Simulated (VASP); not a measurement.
A run of VASP 6.6.1:

The input INCAR:

```
SYSTEM = Sb
ALGO = Normal
EDIFF = 1E-6
ENCUT = 520
GGA = PE
ISIF = 2
ISMEAR = -1
IVDW = 12
LASPH = .True.
LCHARG = .False.
LREAL = .False.
LWAVE = .False.
NBANDS = 8
NELM = 60
PREC = Accurate
SIGMA = 0.05
```

File KPOINTS:

```
k-points
0
Gamma
  10 10 10
  0 0 0
```

POSCAR

```
Sb
1.0
   -1.8741401102      1.8741401102      1.8741401102
    1.8741401102     -1.8741401102      1.8741401102
    1.8741401102      1.8741401102     -1.8741401102
Sb
1
Direct
    0.0000000000      0.0000000000      0.0000000000
```

Potentials or basis: VASP PAW PBE potentials, release 64 (Sb).

Command:

```sh
$ cat potpaw_PBE.64/Sb/POTCAR > POTCAR
$ mpirun -np 1 vasp_std > vasp.out
```

Hardware: 1 thread of Intel(R) Xeon(R) Platinum 8259CL CPU @ 2.50GHz (Skylake/Cascade Lake), on a shared host.

How long does it take, and how much memory?

It took 4.1 s on 1 thread of Intel(R) Xeon(R) Platinum 8259CL CPU @ 2.50GHz (Skylake/Cascade Lake), on a shared host, peak memory 0.15 GiB. Counts: scf iterations 9, k points 47.
